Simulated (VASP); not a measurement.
# Si (P1) in VASP: further runs

The runs below take Si through single point, with PBE.

Everything below comes from runs of VASP 6.6.1. Logs are shortened: lines on timing, memory, paths and dates and some standing lists are left out, and cuts for length are marked.

### Step 1. The cell of the first run

The typed cell holds 16 atoms: a = 7.699 Å, b = 7.699 Å, c = 7.699 Å, α = 60.00°, β = 60.00°, γ = 60.00°.

### Step 2. Single point, PBE

The input, INCAR:

```
ALGO = Normal
EDIFF = 1E-6
ENCUT = 520
GGA = PE
ISIF = 2
ISMEAR = -1
LASPH = True
LCHARG = False
LREAL = Auto
LWAVE = False
NBANDS = 46
NELM = 80
PREC = Accurate
SIGMA = 0.146
```

The input, KPOINTS:

```
k-points
0
Gamma
  2 2 2
```

The input, POSCAR:

```
Si
1.0
    0.0000000000      5.4442377923      5.4442377923
    5.4442377923      0.0000000000      5.4442377923
    5.4442377923      5.4442377923      0.0000000000
Si
16
Direct
    0.0152269249     -0.0178149823     -0.0024940130
    0.1132057459      0.1328854520      0.1172764718
    0.0042804890      0.0197574030      0.4904530445
    0.1158469788      0.1380339230      0.6136538534
   -0.0050108024      0.5057988106     -0.0009544036
    0.1324675790      0.6171602212      0.1167450843
   -0.0073156246      0.5108068578      0.4877114302
    0.1285355318      0.6480115554      0.6152695984
    0.4896421872     -0.0195117304      0.0105699828
    0.6479434100      0.1004676910      0.1090613641
    0.5314811936     -0.0023906009      0.4864655258
    0.6489489686      0.1144315373      0.6289783126
    0.5085688035      0.4999789877      0.0086349094
    0.6180576838      0.6214385060      0.1597597374
    0.4957040091      0.4756192875      0.5142476517
    0.6023701802      0.6312733997      0.6244287318
```

Potentials or basis: VASP PAW PBE potentials, release 64 (Si).

On the command line:

```console
cat potpaw_PBE.64/Si/POTCAR > POTCAR
mpirun -np 1 vasp_std > vasp.out
```

OUTCAR:

```text
EDIFF = 1E-6
   ENCUT = 520
   GGA = PE
   ISIF = 2
   ISMEAR = -1
   LASPH = True
   LREAL = Auto
   NELM = 80
   PREC = Accurate

 ion  position               nearest neighbor table
   1  0.015  0.982  0.998-   6 2.30  10 2.31   2 2.33   4 2.42
   2  0.113  0.133  0.117-   1 2.33   5 2.35   3 2.35   9 2.37
   3  0.004  0.020  0.490-   4 2.22  12 2.24   8 2.34   2 2.35
   4  0.116  0.138  0.614-   3 2.22   7 2.34   1 2.42  11 2.61
   5  0.995  0.506  0.999-   6 2.31   2 2.35  14 2.38   8 2.42
   6  0.132  0.617  0.117-   1 2.30   5 2.31   7 2.34  13 2.37
[... 8 lines left out ...]
  15  0.496  0.476  0.514-  14 2.24  12 2.28   8 2.33  16 2.35
  16  0.602  0.631  0.624-  11 2.33  15 2.35  13 2.43   7 2.45

  LATTYP: Found a face centered cubic cell.
 ALAT       =    10.8884755846

  Lattice vectors:

 A1 = (   0.0000000000,   5.4442377923,   5.4442377923)
 A2 = (   5.4442377923,   0.0000000000,   5.4442377923)
 A3 = (   5.4442377923,   5.4442377923,   0.0000000000)

Analysis of symmetry for initial positions (statically):
=====================================================================
 Subroutine PRICEL returns:
 Original cell was already a primitive cell.

 Routine SETGRP: Setting up the symmetry group for a
 face centered cubic supercell.

 Subroutine GETGRP returns: Found  1 space group operations
 (whereof  1 operations were pure point group operations)
 out of a pool of 48 trial point group operations.

The static configuration has the point symmetry C_1 .

Analysis of symmetry for dynamics (positions and initial velocities):
=====================================================================
 Subroutine PRICEL returns:
 Original cell was already a primitive cell.

 Routine SETGRP: Setting up the symmetry group for a
 face centered cubic supercell.

 Subroutine GETGRP returns: Found  1 space group operations
 (whereof  1 operations were pure point group operations)
 out of a pool of 48 trial point group operations.

The dynamic configuration has the point symmetry C_1 .

 Subroutine INISYM returns: Found  1 space group operations
 (whereof  1 operations are pure point group operations),
 and found     1 'primitive' translations

----------------------------------------------------------------------------------------

                                     Primitive cell

  volume of cell :     322.7314

[... 104 lines left out ...]
   NFREE  =      0    steps in history (QN), initial steepest desc. (CG)
   ISIF   =      2    stress and relaxation
   ISYM   =      2    0-nonsym 1-usesym 2-fastsym
   POTIM  = 0.5000    time-step for ionic-motion
   TEBEG  =    0.0;   TEEND  =   0.0 temperature during run
   PSTRESS=    0.0 pullay stress
   NELECT =      64.0000    total number of electrons
   NUPDOWN=      -1.0000    fix difference up-down
   EMIN   =  10.00;   EMAX   =-10.00  energy-range for DOS
   EFERMI =   0.00;   METHOD = LEGACY
   ISMEAR =    -1;   SIGMA  =   0.15  broadening in eV -4-tet -1-fermi 0-gaus
   EFERMI_NEDOS =   21; number of points for ismear=-14 and -15
   IALGO  =     38    algorithm
   IMIX   =      4    mixing-type and parameters
     AMIX     =   0.40;   BMIX     =  1.00
     AMIX_MAG =   1.60;   BMIX_MAG =  1.00
  volume/ion in A,a.u.               =      20.17       136.12
  Fermi-wavevector in a.u.,A,eV,Ry     =   0.954672  1.804069 12.400344  0.911400
  Thomas-Fermi vector in A             =   2.083440
   LORBIT       =      0    0 simple, 1 ext, 2 COOP (PROOUT), +10 PAW based schemes
   GGA     = PE    functional components
   LHFCALC =     F    Hartree Fock is set to
   AEXX    =    0.0000 exact exchange contribution
   IVDW    =     0    specifies the selected vdW correction
   LEPSILON=     F    determine dielectric tensor
   LRPA    =     F    only Hartree local field effects (RPA)
 non-spin polarized calculation
  energy-cutoff  :      520.00
  volume of cell :      322.73
 maximum number of plane-waves:      8694
 NGX is ok and might be reduce to    60
   NGX = 29   NGY = 29   NGZ = 29

 number of electron      64.0000001 magnetization

 Free energy of the ion-electron system (eV)
  ---------------------------------------------------
  ext. energy  EPLUGINS =         0.00000000
  ---------------------------------------------------
  free energy    TOTEN  =       -84.00363353 eV

  energy without entropy =      -83.86417592  energy(sigma->0) =      -83.93390473

 E-fermi :   6.0527     XC(G=0):  -9.3747

 val. band max:        5.9598821819   @ k =   0.0000   0.0000   0.0000
 cond. band min:       6.1959558992   @ k =   0.0000   0.0000   0.0000
 fundamental gap:      0.2360737172
 Fermi energy:         6.0526631464

 k-point     1 :       0.0000    0.0000    0.0000
  band No.  band energies     occupation
      1      -6.2063      2.00000
      2      -4.1050      2.00000
      3      -3.9990      2.00000
      4      -3.7336      2.00000
      5      -3.6521      2.00000
      6      -2.2680      2.00000
[... 365 lines left out ...]
     43       9.9484      0.00000
     44      10.0211      0.00000
 [bands above 44 left out]

------------------------ aborting loop because EDIFF is reached ----------------------------------------

  FORCE on cell =-STRESS in cart. coord.  units (eV):
  Direction    XX          YY          ZZ          XY          YZ          ZX
  --------------------------------------------------------------------------------------
  -------------------------------------------------------------------------------------
  Total        3.6889684      4.1514054      4.1875010     -0.8288380     -0.6972659      1.4818244
  in kB       18.3136229     20.6093587     20.7885527     -4.1147076     -3.4615273      7.3564123
  external PRESSURE =      19.9038448 kB  Pullay stress =       0.0000000 kB

 VOLUME and BASIS-vectors are now :
 -----------------------------------------------------------------------------
  energy-cutoff  :      520.00
  volume of cell :      322.73
      direct lattice vectors                 reciprocal lattice vectors
     0.000000000  5.444237792  5.444237792    -0.091840221  0.091840221  0.091840221
     5.444237792  0.000000000  5.444237792     0.091840221 -0.091840221  0.091840221
     5.444237792  5.444237792  0.000000000     0.091840221  0.091840221 -0.091840221

 POSITION                                       TOTAL-FORCE (eV/Angst)
 -----------------------------------------------------------------------------------
     10.77791      5.51356      5.43015        -0.270382     -0.997474      0.478955
      1.36194      1.25480      1.33978        -0.053709      0.356327      0.238923
      2.77771      2.69345      0.13087        -1.343548      0.018181     -0.026843
      4.09237      3.97158      1.38219         0.404859      2.026666      1.586673
      8.19273     10.85600      8.17065        -0.267545     -0.527612      0.178399
      3.99556      1.35677      4.08115        -0.028285      0.844843      0.108443
[... 8 lines left out ...]
      5.38907      5.49842      5.28811         1.342716      0.261885      0.220022
      6.83634      6.67899      6.71625         0.004551      1.345049      0.496674
 -----------------------------------------------------------------------------------
    total drift:                               -0.005481     -0.007558      0.003264

  FREE ENERGIE OF THE ION-ELECTRON SYSTEM (eV)
  ---------------------------------------------------
  free  energy   TOTEN  =       -84.0036335309 eV

  energy  without entropy=      -83.8641759221  energy(sigma->0) =      -83.93390473
```

stdout:

```text
POSCAR found type information on POSCAR Si
 POSCAR found :  1 types and      16 ions
 scaLAPACK will be used
 LDA part: xc-table for (Slater+PW92), standard interpolation
 POSCAR, INCAR and KPOINTS ok, starting setup
 FFT: planning ... GRIDC
 FFT: planning ... GRID_SOFT
 FFT: planning ... GRID
 WAVECAR not read
 entering main loop
```

Wall time 6 min (1 thread of AMD EPYC 7R13, shared host); peak memory 0.44 GiB.

What came out:

| Quantity | Value |
| --- | --- |
| Free energy | -84.0036 eV |
| Pressure | 2.0 GPa |
| Largest force | 2.606 eV/Å |
| Band gap on the k mesh | 0.24 eV |

Forces in eV/Å, atoms in the order of the input:
```
Si  -0.270 -0.997  0.479
Si  -0.054  0.356  0.239
Si  -1.344  0.018 -0.027
Si   0.405  2.027  1.587
Si  -0.268 -0.528  0.178
Si  -0.028  0.845  0.108
Si   0.997  0.241 -0.059
Si  -0.553 -0.418 -1.613
Si   0.585 -0.284  1.155
Si   1.458 -0.498  0.145
Si   0.409 -1.237 -0.818
Si   0.172 -0.450 -1.823
Si  -0.981  0.038 -0.419
Si  -1.876 -0.720  0.152
Si   1.343  0.262  0.220
Si   0.005  1.345  0.497
```

Caveat: the k points lie up to 0.50 Å⁻¹ apart; the atoms stand as in a frame of molecular dynamics; forces of over 1 eV/Å act on the atoms, so gaps and moduli don't describe the material at rest.

[end of part 1 of 3]
